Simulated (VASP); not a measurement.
# CuSbS2 (Pnma) in VASP: single point with PBE+D3(BJ)

Aim: the single point of CuSbS2 with PBE+D3(BJ).

Program: VASP 6.6.1. These are calculated values, not measurements. Logs are shortened: lines on timing, memory, paths and dates and some standing lists are left out, and cuts for length are marked.

## 1. The cell of the first run

It takes space group Pnma (No. 62, orthorhombic). Conventional cell: a = 6.022 Å, b = 3.769 Å, c = 14.189 Å, α = 90.00°, β = 90.00°, γ = 90.00°. Cu (site symmetry m) has 4 S at 2.26 to 2.30 Å within 3.0 Å. Within 3.3 Å of Sb (site symmetry m) lie 5 S at 2.48 to 3.04 Å and 1 Cu at 3.28 Å. Within 3.1 Å of S (site symmetry m) lie 2 Cu at 2.30 Å and 3 Sb at 2.48 to 3.04 Å. S (site symmetry m) has 2 Cu at 2.26 to 2.27 Å and 2 Sb at 2.59 Å within 3.0 Å.

## 2. Single point, PBE+D3(BJ)

INCAR

```
PREC = Accurate
ENCUT = 600
EDIFF = 1E-6
ISMEAR = 0
SIGMA = 0.02
LREAL = False
LASPH = True
NELM = 120
ALGO = Normal
ISIF = 2
LWAVE = False
LCHARG = False
GGA = PE
IVDW = 12
NBANDS = 70
GGA_COMPAT = False
```

KPOINTS

```
Automatic mesh
0
Gamma
  4 6 2
```

POSCAR

```
CuSbS2
1.0
    6.0216670819      0.0000000000      0.0000000000
    0.0000000000      3.7688460626      0.0000000000
    0.0000000000      0.0000000000     14.1891665496
Cu Sb S
4 4 8
Direct
    0.7524901580      0.2500000000      0.3275529369
    0.2524901580      0.2500000000      0.1724470631
    0.2475098420      0.7500000000      0.6724470631
    0.7475098420      0.7500000000      0.8275529369
    0.2218614808      0.2500000000      0.9413639261
    0.7781385192      0.7500000000      0.0586360739
    0.7218614808      0.2500000000      0.5586360739
    0.2781385192      0.7500000000      0.4413639261
    0.6238542468      0.2500000000      0.9040641450
    0.3761457532      0.7500000000      0.0959358550
    0.1238542468      0.2500000000      0.5959358550
    0.8761457532      0.7500000000      0.4040641450
    0.1239936626      0.7500000000      0.8231053988
    0.3760063374      0.2500000000      0.3231053988
    0.6239936626      0.7500000000      0.6768946012
    0.8760063374      0.2500000000      0.1768946012
```

Potentials or basis: VASP PAW PBE potentials, release 64 (Cu, Sb, S).

Command:

```bash
$ cat potpaw_PBE.64/Cu/POTCAR potpaw_PBE.64/Sb/POTCAR potpaw_PBE.64/S/POTCAR > POTCAR
$ mpirun -np 1 vasp_std > vasp.out
```

OUTCAR:

```text
PREC = Accurate
   ENCUT = 600
   EDIFF = 1E-6
   ISMEAR = 0
   LREAL = False
   LASPH = True
   NELM = 120
   ISIF = 2
   GGA = PE
   IVDW = 12
 IVDW          = 12

 ion  position               nearest neighbor table
   1  0.752  0.250  0.328-  16 2.26  14 2.27  12 2.30  12 2.30   7 3.28
   2  0.252  0.250  0.172-  14 2.26  16 2.27  10 2.30  10 2.30   5 3.28
   3  0.248  0.750  0.672-  13 2.26  15 2.27  11 2.30  11 2.30   8 3.28
   4  0.748  0.750  0.828-  15 2.26  13 2.27   9 2.30   9 2.30   6 3.28
   5  0.222  0.250  0.941-   9 2.48  13 2.59  13 2.59  10 3.04  10 3.04   2 3.28   6 3.67   6 3.67

   6  0.778  0.750  0.059-  10 2.48  16 2.59  16 2.59   9 3.04   9 3.04   4 3.28   5 3.67   5 3.67

   7  0.722  0.250  0.559-  11 2.48  15 2.59  15 2.59  12 3.04  12 3.04   1 3.28   8 3.67   8 3.67

   8  0.278  0.750  0.441-  12 2.48  14 2.59  14 2.59  11 3.04  11 3.04   3 3.28   7 3.67   7 3.67

   9  0.624  0.250  0.904-   4 2.30   4 2.30   5 2.48   6 3.04   6 3.04
  10  0.376  0.750  0.096-   2 2.30   2 2.30   6 2.48   5 3.04   5 3.04
  11  0.124  0.250  0.596-   3 2.30   3 2.30   7 2.48   8 3.04   8 3.04
  12  0.876  0.750  0.404-   1 2.30   1 2.30   8 2.48   7 3.04   7 3.04
  13  0.124  0.750  0.823-   3 2.26   4 2.27   5 2.59   5 2.59
  14  0.376  0.250  0.323-   2 2.26   1 2.27   8 2.59   8 2.59
  15  0.624  0.750  0.677-   4 2.26   3 2.27   7 2.59   7 2.59
  16  0.876  0.250  0.177-   1 2.26   2 2.27   6 2.59   6 2.59

  LATTYP: Found a simple orthorhombic cell.
 ALAT       =     3.7688460626
 B/A-ratio  =     1.5977482184
 C/A-ratio  =     3.7648570183

  Lattice vectors:

 A1 = (   0.0000000000,  -3.7688460626,   0.0000000000)
 A2 = (   6.0216670819,   0.0000000000,   0.0000000000)
 A3 = (   0.0000000000,   0.0000000000,  14.1891665496)

Analysis of symmetry for initial positions (statically):
=====================================================================
 Subroutine PRICEL returns:
 Original cell was already a primitive cell.

 Routine SETGRP: Setting up the symmetry group for a
 simple orthorhombic supercell.

 Subroutine GETGRP returns: Found  8 space group operations
 (whereof  2 operations were pure point group operations)
 out of a pool of  8 trial point group operations.

The static configuration has the point symmetry S_2 .
 The point group associated with its full space group is D_2h.

Analysis of symmetry for dynamics (positions and initial velocities):
=====================================================================
 Subroutine PRICEL returns:
 Original cell was already a primitive cell.

 Routine SETGRP: Setting up the symmetry group for a
 simple orthorhombic supercell.

 Subroutine GETGRP returns: Found  8 space group operations
 (whereof  2 operations were pure point group operations)
 out of a pool of  8 trial point group operations.

The dynamic configuration has the point symmetry S_2 .
 The point group associated with its full space group is D_2h.

 Subroutine INISYM returns: Found  8 space group operations
 (whereof  2 operations are pure point group operations),
 and found     1 'primitive' translations

----------------------------------------------------------------------------------------

                                     Primitive cell

  volume of cell :     322.0194

  direct lattice vectors                    reciprocal lattice vectors
     6.021667082  0.000000000  0.000000000     0.166066969  0.000000000  0.000000000
     0.000000000  3.768846063  0.000000000     0.000000000  0.265333204  0.000000000
     0.000000000  0.000000000 14.189166550     0.000000000  0.000000000  0.070476303

  length of vectors
     6.021667082  3.768846063 14.189166550     0.166066969  0.265333204  0.070476303

  position of ions in fractional coordinates (direct lattice)
     0.752490158  0.250000000  0.327552937
     0.252490158  0.250000000  0.172447063
     0.247509842  0.750000000  0.672447063
     0.747509842  0.750000000  0.827552937
     0.221861481  0.250000000  0.941363926
     0.778138519  0.750000000  0.058636074
[... 8 lines left out ...]
     0.623993663  0.750000000  0.676894601
     0.876006337  0.250000000  0.176894601

  ion indices of the primitive-cell ions
   primitive index   ion index
                 1           1
                 2           2
                 3           3
                 4           4
                 5           5
                 6           6
[... 8 lines left out ...]
                15          15
                16          16

----------------------------------------------------------------------------------------

 KPOINTS: Automatic mesh

Automatic generation of k-mesh.
 Grid dimensions read from file:
 generate k-points for:    4    6    2

 Generating k-lattice:

  Cartesian coordinates                     Fractional coordinates (reciprocal lattice)
     0.041516742  0.000000000  0.000000000     0.250000000  0.000000000  0.000000000
     0.000000000  0.044222201  0.000000000     0.000000000  0.166666667  0.000000000
     0.000000000  0.000000000  0.035238151     0.000000000  0.000000000  0.500000000

  Length of vectors
     0.041516742  0.044222201  0.035238151

  Shift w.r.t. Gamma in fractional coordinates (k-lattice)
     0.000000000  0.000000000  0.000000000

 Subroutine IBZKPT returns following result:
 ===========================================

 Found     24 irreducible k-points:

 Following reciprocal coordinates:
            Coordinates               Weight
  0.000000  0.000000  0.000000      1.000000
  0.250000  0.000000  0.000000      2.000000
  0.500000  0.000000  0.000000      1.000000
  0.000000  0.166667  0.000000      2.000000
  0.250000  0.166667  0.000000      4.000000
  0.500000  0.166667  0.000000      2.000000
[... 16 lines left out ...]
  0.250000  0.500000  0.500000      2.000000
  0.500000  0.500000  0.500000      1.000000
   k-points           NKPTS =     24   k-points in BZ     NKDIM =     24   number of bands    NBANDS=     70
   number of dos      NEDOS =    301   number of ions     NIONS =     16
   total plane-waves  NPLWV = 172800
   dimension x,y,z NGX =    48 NGY =   30 NGZ =  120
   dimension x,y,z NGXF=    96 NGYF=   60 NGZF=  240
   ions per type =               4   4   8
   NGX,Y,Z   is equivalent  to a cutoff of  13.25, 13.23, 14.06 a.u.
   NGXF,Y,Z  is equivalent  to a cutoff of  26.50, 26.47, 28.12 a.u.
 SYSTEM =  unknown system
   PREC   = accura    normal or accurate (medium, high low for compatibility)
   ISTART =      0    job   : 0-new  1-cont  2-samecut
   ICHARG =      2    charge: 1-file 2-atom 10-const
   ISPIN  =      1    spin polarized calculation?
   LNONCOLLINEAR =      F non collinear calculations
   LSORBIT =      F    spin-orbit coupling
   LASPH  =      T    aspherical Exc in radial PAW
   ENCUT  =  600.0 eV  44.10 Ry    6.64 a.u.  12.03  7.53 28.34*2*pi/ulx,y,z
   NELM   =    120;   NELMIN=  2; NELMDL= -5     # of ELM steps
   EDIFF  = 0.1E-05   stopping-criterion for ELM
   LREAL  =      F    real-space projection
   EDIFFG = 0.1E-04   stopping-criterion for IOM
   NSW    =      0    number of steps for IOM
   IBRION =     -1    ionic relax: 0-MD 1-quasi-New 2-CG
   NFREE  =      0    steps in history (QN), initial steepest desc. (CG)
   ISIF   =      2    stress and relaxation
   ISYM   =      2    0-nonsym 1-usesym 2-fastsym
   POTIM  = 0.5000    time-step for ionic-motion
   TEBEG  =    0.0;   TEEND  =   0.0 temperature during run
   PSTRESS=    0.0 pullay stress
   NELECT =     112.0000    total number of electrons
   NUPDOWN=      -1.0000    fix difference up-down
   EMIN   =  10.00;   EMAX   =-10.00  energy-range for DOS
   EFERMI =   0.00;   METHOD = LEGACY
   ISMEAR =     0;   SIGMA  =   0.02  broadening in eV -4-tet -1-fermi 0-gaus
   EFERMI_NEDOS =   21; number of points for ismear=-14 and -15
   IALGO  =     38    algorithm
   IMIX   =      4    mixing-type and parameters
     AMIX     =   0.40;   BMIX     =  1.00
     AMIX_MAG =   1.60;   BMIX_MAG =  1.00
  volume/ion in A,a.u.               =      20.13       135.82
  Fermi-wavevector in a.u.,A,eV,Ry     =   1.151296  2.175633 18.034270  1.325481
  Thomas-Fermi vector in A             =   2.287954
   LORBIT       =      0    0 simple, 1 ext, 2 COOP (PROOUT), +10 PAW based schemes
   GGA     = PE    functional components
   LHFCALC =     F    Hartree Fock is set to
   AEXX    =    0.0000 exact exchange contribution
   IVDW    =    12    specifies the selected vdW correction
   LEPSILON=     F    determine dielectric tensor
   LRPA    =     F    only Hartree local field effects (RPA)
 non-spin polarized calculation
 Gauss-broadening in eV      SIGMA  =   0.02
  energy-cutoff  :      600.00
  volume of cell :      322.02
 maximum number of plane-waves:     10796
   NGX = 25   NGY = 15   NGZ = 57

 number of electron     112.0000015 magnetization

 Free energy of the ion-electron system (eV)
  ---------------------------------------------------
  ext. energy  EPLUGINS =         0.00000000
  ---------------------------------------------------
  free energy    TOTEN  =       -68.31178441 eV

  energy without entropy =      -68.31178441  energy(sigma->0) =      -68.31178441

 E-fermi :   6.4857     XC(G=0): -10.0703

 val. band max:        6.3493613925   @ k =   0.0000   0.0000   0.0000
 cond. band min:       7.0540331884   @ k =   0.5000   0.5000   0.5000
 fundamental gap:      0.7046717960
 Fermi energy:         6.4856684534

 k-point     1 :       0.0000    0.0000    0.0000
  band No.  band energies     occupation
      1      -8.5877      2.00000
      2      -8.3213      2.00000
      3      -8.0167      2.00000
      4      -7.6018      2.00000
      5      -6.8799      2.00000
      6      -6.7938      2.00000
[... 60 lines left out ...]
     67       9.4632      0.00000
     68       9.5839      0.00000

 k-point     2 :       0.2500    0.0000    0.0000
  band No.  band energies     occupation
      1      -8.4354      2.00000
      2      -8.1939      2.00000
      3      -7.9123      2.00000
      4      -7.6127      2.00000
      5      -7.0741      2.00000
      6      -6.9982      2.00000
[... 60 lines left out ...]
     67       9.6819      0.00000
     68       9.9144      0.00000

 k-point     3 :       0.5000    0.0000    0.0000
  band No.  band energies     occupation
      1      -8.0948      2.00000
      2      -8.0948      2.00000
      3      -7.7758      2.00000
      4      -7.7758      2.00000
      5      -7.2407      2.00000
      6      -7.2407      2.00000
[... 1480 lines left out ...]
     67       9.7739      0.00000
     68       9.7739      0.00000

 k-point    24 :       0.5000    0.5000    0.5000
  band No.  band energies     occupation
      1      -6.9368      2.00000
      2      -6.9368      2.00000
      3      -6.9368      2.00000
      4      -6.9368      2.00000
      5      -6.7885      2.00000
      6      -6.7885      2.00000
[... 60 lines left out ...]
     67       9.7132      0.00000
     68       9.7132      0.00000
 [bands above 68 left out]

------------------------ aborting loop because EDIFF is reached ----------------------------------------

 Edisp (eV)   -6.35903

 E8    (eV) :    -2.6246

  FORCE on cell =-STRESS in cart. coord.  units (eV):
  Direction    XX          YY          ZZ          XY          YZ          ZX
  --------------------------------------------------------------------------------------
  -------------------------------------------------------------------------------------
  Total       0.15589     0.09825     0.25165    -0.00000     0.00000     0.00000
  in kB       0.77561     0.48882     1.25208    -0.00000     0.00000     0.00000
  external pressure =        0.84 kB  Pullay stress =        0.00 kB

 VOLUME and BASIS-vectors are now :
 -----------------------------------------------------------------------------
  energy-cutoff  :      600.00
  volume of cell :      322.02
      direct lattice vectors                 reciprocal lattice vectors
     6.021667082  0.000000000  0.000000000     0.166066969  0.000000000  0.000000000
     0.000000000  3.768846063  0.000000000     0.000000000  0.265333204  0.000000000
     0.000000000  0.000000000 14.189166550     0.000000000  0.000000000  0.070476303

 POSITION                                       TOTAL-FORCE (eV/Angst)
 -----------------------------------------------------------------------------------
      4.53125      0.94221      4.64770         0.001921      0.000000      0.008923
      1.52041      0.94221      2.44688         0.001921      0.000000     -0.008923
      1.49042      2.82663      9.54146        -0.001921      0.000000     -0.008923
      4.50126      2.82663     11.74229        -0.001921     -0.000000      0.008923
      1.33598      0.94221     13.35717        -0.008864      0.000000      0.020643
      4.68569      2.82663      0.83200         0.008864      0.000000     -0.020643
[... 8 lines left out ...]
      3.75748      2.82663      9.60457         0.018844     -0.000000     -0.021575
      5.27502      0.94221      2.50999        -0.018844      0.000000     -0.021575
 -----------------------------------------------------------------------------------
    total drift:                               -0.000000      0.000000      0.000000

  FREE ENERGIE OF THE ION-ELECTRON SYSTEM (eV)
  ---------------------------------------------------
  free  energy   TOTEN  =       -74.6708136061 eV

  energy  without entropy=      -74.6708136061  energy(sigma->0) =      -74.67081361
```

Run time: 31 min. Hardware: 1 thread of Intel Xeon 8259CL, shared host; peak memory 0.74 GiB.

Results:

* Free energy: -74.6708 eV
* Pressure: 0.1 GPa
* Largest force: 0.029 eV/Å
* Band gap on the k mesh: 0.70 eV (least direct gap 1.03 eV)
* Dispersion energy per atom: -0.397 eV

Forces in eV/Å, atoms in the order of the input:
```
Cu   0.002  0.000  0.009
Cu   0.002  0.000 -0.009
Cu  -0.002  0.000 -0.009
Cu  -0.002  0.000  0.009
Sb  -0.009  0.000  0.021
Sb   0.009  0.000 -0.021
Sb  -0.009  0.000 -0.021
Sb   0.009  0.000  0.021
S   -0.008  0.000  0.020
S    0.008  0.000 -0.020
S   -0.008  0.000 -0.020
S    0.008  0.000  0.020
S    0.019  0.000  0.022
S   -0.019  0.000  0.022
S    0.019  0.000 -0.022
S   -0.019  0.000 -0.022
```

Levels at points of the mesh, in eV from the valence-band top:
```tsv
k point	band 52	band 53	band 54	band 55	band 56	band 57	band 58	band 59	band 60	band 61
(0.00, 0.00, 0.00)	-0.28	-0.24	-0.24	-0.18	0.00	1.08	1.32	1.45	1.68	2.01
(0.50, 0.00, 0.00)	-0.78	-0.41	-0.41	-0.34	-0.34	1.08	1.08	1.29	1.29	1.94
(0.00, 0.50, 0.00)	-1.35	-0.91	-0.91	-0.79	-0.79	1.71	1.71	2.04	2.04	2.52
(0.50, 0.50, 0.00)	-1.23	-0.89	-0.89	-0.89	-0.89	0.85	0.85	0.85	0.85	2.21
(0.00, 0.00, 0.50)	-0.30	-0.19	-0.19	-0.05	-0.05	1.21	1.21	1.53	1.53	2.19
(0.50, 0.00, 0.50)	-0.78	-0.39	-0.39	-0.35	-0.35	0.99	0.99	1.41	1.41	1.91
(0.00, 0.50, 0.50)	-1.52	-0.96	-0.96	-0.80	-0.80	1.61	1.61	1.69	1.69	2.49
(0.50, 0.50, 0.50)	-1.18	-0.86	-0.86	-0.86	-0.86	0.70	0.70	0.70	0.70	2.11
```

Caveat: spin-orbit coupling is left out, which moves the levels of the heavy elements.
